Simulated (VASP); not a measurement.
# Pd (Im-3m) in VASP: notebook, part 2 of 3

VASP 6.6.1. The steps go on from the part before.

### 3 Single point, BLYP

This run uses another cell than the first one, of 16.50 Å³/atom, 0.963 times its volume.

The input, INCAR:

```
AGGAC    = 1.0          
AGGAX    = 1.0          
ALDAC    = 0.0          
ALDAX    = 1.0          
ALGO     = Normal         # electronic algorithm
EDIFF    = 1E-6           # SCF threshold, eV
ENCUT    = 520            # plane-wave cutoff, eV
GGA      = B5             # functional
ISIF     = 2              # what is computed and relaxed
ISMEAR   = -1             # smearing method
LASPH    = T              # aspherical terms in the spheres
LCHARG   = F              # write CHGCAR
LREAL    = F              # projectors in reciprocal space
LWAVE    = F              # write WAVECAR
NBANDS   = 11             # bands
NELM     = 80             # most SCF steps
PREC     = Accurate       # precision mode
SIGMA    = 0.1            # smearing width, eV
```

The input, KPOINTS:

```
k-points
0
Gamma
  14 14 14
```

The input, POSCAR:

```
Pd
1.0
   -1.6038113644      1.6038113644      1.6038113644
    1.6038113644     -1.6038113644      1.6038113644
    1.6038113644      1.6038113644     -1.6038113644
Pd
1
Direct
    0.0000000000      0.0000000000      0.0000000000
```

Potentials or basis: VASP PAW PBE potentials, release 64 (Pd).

On the command line:

```
$ cat potpaw_PBE.64/Pd/POTCAR > POTCAR
$ mpirun -np 1 vasp_std > vasp.out
```

OUTCAR:

```text
EDIFF = 1E-6
   ENCUT = 520
   GGA = B5
   ISIF = 2
   ISMEAR = -1
   LASPH = T
   LREAL = F
   NELM = 80
   PREC = Accurate

 ion  position               nearest neighbor table
   1  0.000  0.000  0.000-

  LATTYP: Found a body centered cubic cell.
 ALAT       =     3.2076227288

  Lattice vectors:

 A1 = (  -1.6038113644,   1.6038113644,   1.6038113644)
 A2 = (   1.6038113644,  -1.6038113644,   1.6038113644)
 A3 = (   1.6038113644,   1.6038113644,  -1.6038113644)

Analysis of symmetry for initial positions (statically):
=====================================================================
 Subroutine PRICEL returns:
 Original cell was already a primitive cell.

 Routine SETGRP: Setting up the symmetry group for a
 body centered cubic supercell.

 Subroutine GETGRP returns: Found 48 space group operations
 (whereof 48 operations were pure point group operations)
 out of a pool of 48 trial point group operations.

The static configuration has the point symmetry O_h .

Analysis of symmetry for dynamics (positions and initial velocities):
=====================================================================
 Subroutine PRICEL returns:
[... 160 lines left out ...]
 cond. band min:       8.5231993292   @ k =  -0.4286   0.4286   0.3571
 fundamental gap:      0.0035020420
 Fermi energy:         8.5215254723

 k-point     1 :       0.0000    0.0000    0.0000
  band No.  band energies     occupation
      1       2.3439      2.00000
      2       6.0071      2.00000
      3       6.0071      2.00000
      4       6.0071      2.00000
      5       7.6905      1.99951
      6       7.6905      1.99951
      7      27.8911      0.00000
      8      27.8911      0.00000
      9      27.8911      0.00000
     10      34.9950      0.00000
     11      35.4056      0.00000
[... 309 lines left out ...]
 k-point    24 :       0.3571    0.2857    0.0000
  band No.  band energies     occupation
      1       4.8407      2.00000
      2       5.6170      2.00000
      3       6.1177      2.00000
      4       7.7480      1.99913
      5       7.9707      1.99192
      6      14.9151      0.00000
      7      15.9283      0.00000
      8      17.5030      0.00000
      9      25.2222      0.00000
     10      31.6085      0.00000
     11      32.4034      0.00000

 [... further k-points ...]
[... 5 lines left out ...]
  --------------------------------------------------------------------------------------
  -------------------------------------------------------------------------------------
  Total        0.0316759      0.0316759      0.0316759     -0.0000000      0.0000000      0.0000000
  in kB        3.0755296      3.0755296      3.0755296     -0.0000000      0.0000000      0.0000000
  external PRESSURE =       3.0755296 kB  Pullay stress =       0.0000000 kB

 VOLUME and BASIS-vectors are now :
 -----------------------------------------------------------------------------
  energy-cutoff  :      520.00
  volume of cell :       16.50
      direct lattice vectors                 reciprocal lattice vectors
    -1.603811364  1.603811364  1.603811364     0.000000000  0.311757362  0.311757362
     1.603811364 -1.603811364  1.603811364     0.311757362  0.000000000  0.311757362
     1.603811364  1.603811364 -1.603811364     0.311757362  0.311757362  0.000000000

 POSITION                                       TOTAL-FORCE (eV/Angst)
 -----------------------------------------------------------------------------------
      0.00000      0.00000      0.00000        -0.000000     -0.000000      0.000000
 -----------------------------------------------------------------------------------
    total drift:                                0.000000      0.000000      0.000000

  FREE ENERGIE OF THE ION-ELECTRON SYSTEM (eV)
  ---------------------------------------------------
  free  energy   TOTEN  =        -4.3679657869 eV

  energy  without entropy=       -4.3180491419  energy(sigma->0) =       -4.34300746
```

stdout:

```text
POSCAR found type information on POSCAR Pd
 POSCAR found :  1 types and       1 ions
 scaLAPACK will be used
 -----------------------------------------------------------------------------
|                                                                             |
|                                                                             |
|     You enforced a specific xc type in the INCAR file but a different       |
|     I HOPE YOU KNOW WHAT YOU ARE DOING!                                     |
|                                                                             |
 -----------------------------------------------------------------------------

 LDA part: xc-table for (Slater(with rela. corr.)+VWN5), standard interpolation
 POSCAR, INCAR and KPOINTS ok, starting setup
 FFT: planning ... GRIDC
 FFT: planning ... GRID_SOFT
 FFT: planning ... GRID
 WAVECAR not read
 entering main loop
```

It took 11 s on 1 thread of Intel Xeon Platinum 8488C (Sapphire Rapids), shared host; peak memory 0.14 GiB.

What came out:

```yaml
Free_energy: -4.3680 eV
Pressure: 0.3 GPa
Band_gap_on_the_k_mesh: zero (band 5 reaches 9.00 eV, above the bottom of band 6 at 7.60 eV)
```

Caveat: the PAW data sets were made with another functional, which shifts forces and pressure a little.

### 4 Single point, BLYP (volume scaled by 0.88)

The input, INCAR:

```
SYSTEM = Pd
PREC = Accurate
ENCUT = 520
EDIFF = 1E-7
ISMEAR = -1
SIGMA = 0.1
LREAL = .False.
LASPH = .True.
NELM = 80
ALGO = Normal
ISIF = 2
LWAVE = .False.
LCHARG = .True.
GGA = B5
ALDAX = 1.0
AGGAX = 1.0
AGGAC = 1.0
ALDAC = 0.0
LELF = .True.
LVHAR = .True.
NBANDS = 11
```

The input, KPOINTS:

```
regular mesh
0
Gamma
  15 15 15
  0 0 0
```

The input, POSCAR:

```
Pd
1.0
   -1.5369067237      1.5369067237      1.5369067237
    1.5369067237     -1.5369067237      1.5369067237
    1.5369067237      1.5369067237     -1.5369067237
Pd
1
Direct
    0.0000000000      0.0000000000      0.0000000000
```

Potentials or basis: VASP PAW PBE potentials, release 64 (Pd).

On the command line:

```
$ cat potpaw_PBE.64/Pd/POTCAR > POTCAR
$ mpirun -np 1 vasp_std > vasp.out
```

OUTCAR:

```text
SYSTEM = Pd
   PREC = Accurate
   ENCUT = 520
   EDIFF = 1E-7
   ISMEAR = -1
   LREAL = .False.
   LASPH = .True.
   NELM = 80
   ISIF = 2
   GGA = B5

 ion  position               nearest neighbor table
   1  0.000  0.000  0.000-

  LATTYP: Found a body centered cubic cell.
 ALAT       =     3.0738134474

  Lattice vectors:

 A1 = (  -1.5369067237,   1.5369067237,   1.5369067237)
 A2 = (   1.5369067237,  -1.5369067237,   1.5369067237)
 A3 = (   1.5369067237,   1.5369067237,  -1.5369067237)

Analysis of symmetry for initial positions (statically):
=====================================================================
 Subroutine PRICEL returns:
 Original cell was already a primitive cell.

 Routine SETGRP: Setting up the symmetry group for a
 body centered cubic supercell.

 Subroutine GETGRP returns: Found 48 space group operations
 (whereof 48 operations were pure point group operations)
 out of a pool of 48 trial point group operations.

The static configuration has the point symmetry O_h .

Analysis of symmetry for dynamics (positions and initial velocities):
=====================================================================
 Subroutine PRICEL returns:
 Original cell was already a primitive cell.

 Routine SETGRP: Setting up the symmetry group for a
 body centered cubic supercell.

 Subroutine GETGRP returns: Found 48 space group operations
 (whereof 48 operations were pure point group operations)
 out of a pool of 48 trial point group operations.

The dynamic configuration has the point symmetry O_h .

 Subroutine INISYM returns: Found 48 space group operations
 (whereof 48 operations are pure point group operations),
 and found     1 'primitive' translations

[... 107 lines left out ...]
   ISMEAR =    -1;   SIGMA  =   0.10  broadening in eV -4-tet -1-fermi 0-gaus
   EFERMI_NEDOS =   21; number of points for ismear=-14 and -15
   IALGO  =     38    algorithm
   IMIX   =      4    mixing-type and parameters
     AMIX     =   0.40;   BMIX     =  1.00
     AMIX_MAG =   1.60;   BMIX_MAG =  1.00
  volume/ion in A,a.u.               =      14.52        97.99
  Fermi-wavevector in a.u.,A,eV,Ry     =   1.445686  2.731950 28.436287  2.090008
  Thomas-Fermi vector in A             =   2.563840
   LORBIT       =      0    0 simple, 1 ext, 2 COOP (PROOUT), +10 PAW based schemes
   GGA     = B5    functional components
   LHFCALC =     F    Hartree Fock is set to
   AEXX    =    0.0000 exact exchange contribution
   IVDW    =     0    specifies the selected vdW correction
   LEPSILON=     F    determine dielectric tensor
   LRPA    =     F    only Hartree local field effects (RPA)
 non-spin polarized calculation
  energy-cutoff  :      520.00
  volume of cell :       14.52
 maximum number of plane-waves:       402
   NGX =  9   NGY =  9   NGZ =  9

 number of electron      10.0000000 magnetization

 number of electron       9.9999997 magnetization

 Free energy of the ion-electron system (eV)
  ---------------------------------------------------
  ext. energy  EPLUGINS =         0.00000000
  ---------------------------------------------------
  free energy    TOTEN  =        -4.24148559 eV

  energy without entropy =       -4.20407405  energy(sigma->0) =       -4.22277982

 E-fermi :  10.5712     XC(G=0): -12.6375

 val. band max:       10.5697762803   @ k =  -0.4000  -0.4667   0.2667
 cond. band min:      10.5723034187   @ k =  -0.4000   0.4000   0.2000
 fundamental gap:      0.0025271384
 Fermi energy:        10.5711570615

 k-point     1 :       0.0000    0.0000    0.0000
  band No.  band energies     occupation
      1       3.4807      2.00000
      2       7.5179      2.00000
      3       7.5179      2.00000
      4       7.5179      2.00000
      5       9.5606      1.99992
      6       9.5606      1.99992
      7      30.2711      0.00000
      8      30.2711      0.00000
      9      30.2711      0.00000
     10      36.5191      0.00000
     11      39.1483      0.00000
[... 309 lines left out ...]
 k-point    24 :       0.4000    0.2000    0.0000
  band No.  band energies     occupation
      1       5.8487      2.00000
      2       6.6006      2.00000
      3       8.3547      2.00000
      4       9.4684      1.99997
      5      10.1633      1.96670
      6      15.5983      0.00000
      7      18.6955      0.00000
      8      23.1452      0.00000
      9      28.0465      0.00000
     10      34.8898      0.00000
     11      36.4048      0.00000

 [... further k-points ...]
[... 5 lines left out ...]
  --------------------------------------------------------------------------------------
  -------------------------------------------------------------------------------------
  Total        2.1750116      2.1750116      2.1750116     -0.0000000     -0.0000000      0.0000000
  in kB      239.9770067    239.9770067    239.9770067     -0.0000000     -0.0000000      0.0000000
  external PRESSURE =     239.9770067 kB  Pullay stress =       0.0000000 kB

 VOLUME and BASIS-vectors are now :
 -----------------------------------------------------------------------------
  energy-cutoff  :      520.00
  volume of cell :       14.52
      direct lattice vectors                 reciprocal lattice vectors
    -1.536906724  1.536906724  1.536906724     0.000000000  0.325328787  0.325328787
     1.536906724 -1.536906724  1.536906724     0.325328787  0.000000000  0.325328787
     1.536906724  1.536906724 -1.536906724     0.325328787  0.325328787  0.000000000

 POSITION                                       TOTAL-FORCE (eV/Angst)
 -----------------------------------------------------------------------------------
      0.00000      0.00000      0.00000         0.000000      0.000000      0.000000
 -----------------------------------------------------------------------------------
    total drift:                                0.000000     -0.000000      0.000000

  FREE ENERGIE OF THE ION-ELECTRON SYSTEM (eV)
  ---------------------------------------------------
  free  energy   TOTEN  =        -4.2414855944 eV

  energy  without entropy=       -4.2040740549  energy(sigma->0) =       -4.22277982
```

OSZICAR:

```text
N       E                     dE             d eps       ncg     rms          rms(c)
DAV:   1     0.429322610786E+02    0.42932E+02   -0.51509E+03  2664   0.851E+02
DAV:   2    -0.393840867482E+01   -0.46871E+02   -0.45329E+02  2966   0.182E+02
DAV:   3    -0.446912698171E+01   -0.53072E+00   -0.52999E+00  3192   0.209E+01
DAV:   4    -0.447135015801E+01   -0.22232E-02   -0.22229E-02  3212   0.140E+00
DAV:   5    -0.447137319024E+01   -0.23032E-04   -0.23033E-04  3420   0.129E-01    0.773E+00
DAV:   6    -0.425677710031E+01    0.21460E+00   -0.80601E-01  3300   0.734E+00    0.379E+00
DAV:   7    -0.424519481769E+01    0.11582E-01   -0.14342E-02  3420   0.880E-01    0.190E+00
DAV:   8    -0.424149040552E+01    0.37044E-02   -0.13482E-03  3355   0.346E-01    0.610E-02
DAV:   9    -0.424148315881E+01    0.72467E-05   -0.55787E-05  3530   0.648E-02    0.155E-02
DAV:  10    -0.424148592754E+01   -0.27687E-05   -0.37405E-06  3342   0.195E-02    0.474E-03
DAV:  11    -0.424148556157E+01    0.36597E-06   -0.37448E-08  3033   0.201E-03    0.697E-04
DAV:  12    -0.424148559436E+01   -0.32799E-07   -0.34327E-09  2235   0.494E-04
   1 F= -.42414856E+01 E0= -.42227798E+01  d E =-.374115E-01
```

stdout:

```text
POSCAR found type information on POSCAR Pd
 POSCAR found :  1 types and       1 ions
 scaLAPACK will be used
 -----------------------------------------------------------------------------
|                                                                             |
|                                                                             |
|     You enforced a specific xc type in the INCAR file but a different       |
|     I HOPE YOU KNOW WHAT YOU ARE DOING!                                     |
|                                                                             |
 -----------------------------------------------------------------------------

 LDA part: xc-table for (Slater(with rela. corr.)+VWN5), standard interpolation
 POSCAR, INCAR and KPOINTS ok, starting setup
 FFT: planning ... GRIDC
 FFT: planning ... GRID_SOFT
 FFT: planning ... GRID
 WAVECAR not read
 entering main loop
```

It took 13 s on 1 thread of Intel Xeon Platinum 8488C (Sapphire Rapids), shared host; peak memory 0.13 GiB.

What came out:

```yaml
Free_energy: -4.2415 eV
Pressure: 24.0 GPa
Band_gap_on_the_k_mesh: zero (band 5 reaches 11.15 eV, above the bottom of band 6 at 9.45 eV)
```

Caveat: the cell differs from its parent crystal (volume scaled by 0.88); the PAW data sets were made with another functional, which shifts forces and pressure a little.

### 5 Single point, BLYP (volume scaled by 0.92)

The input, INCAR:

```
SYSTEM = Pd
AGGAC    = 1.0          
AGGAX    = 1.0          
ALDAC    = 0.0          
ALDAX    = 1.0          
ALGO     = Normal         ! electronic algorithm
EDIFF    = 1E-6           ! SCF threshold, eV
ENCUT    = 520            ! plane-wave cutoff, eV
GGA      = B5             ! functional
ISIF     = 2              ! what is computed and relaxed
ISMEAR   = -1             ! smearing method
LASPH    = .True.         ! aspherical terms in the spheres
LCHARG   = .False.        ! write CHGCAR
LREAL    = .False.        ! projectors in reciprocal space
LWAVE    = .False.        ! write WAVECAR
NBANDS   = 11             ! bands
NELM     = 60             ! most SCF steps
PREC     = Accurate       ! precision mode
SIGMA    = 0.1            ! smearing width, eV
```

The input, KPOINTS:

```
k-points
0
Gamma
  15 15 15
  0 0 0
```

The input, POSCAR:

```
Pd
1.0
   -1.5598490124      1.5598490124      1.5598490124
    1.5598490124     -1.5598490124      1.5598490124
    1.5598490124      1.5598490124     -1.5598490124
Pd
1
Direct
    0.0000000000      0.0000000000      0.0000000000
```

On the command line:

```
$ cat potpaw_PBE.64/Pd/POTCAR > POTCAR
$ mpirun -np 1 vasp_std > vasp.out
```

Run time: 11 s. Hardware: 1 thread of Intel Xeon Platinum 8488C (Sapphire Rapids), shared host; peak memory 0.13 GiB.

The run converged. Its results:

| Quantity | Value |
| --- | --- |
| Free energy | -4.3191 eV |
| Pressure | 13.9 GPa |
| Band gap on the k mesh | zero (band 5 reaches 10.35 eV, above the bottom of band 6 at 8.78 eV) |

Levels at points of the mesh, in eV from the Fermi level:
| k point | band 2 | band 3 | band 4 | band 5 | band 6 | band 7 | band 8 | band 9 |
| --- | --- | --- | --- | --- | --- | --- | --- | --- |
| (0.00, 0.00, 0.00) | -2.85 | -2.85 | -2.85 | -0.94 | -0.94 | 19.60 | 19.60 | 19.60 |

Caveat: the cell differs from its parent crystal (volume scaled by 0.92); the PAW data sets were made with another functional, which shifts forces and pressure a little.

(Part 2 of 3 ends here.)
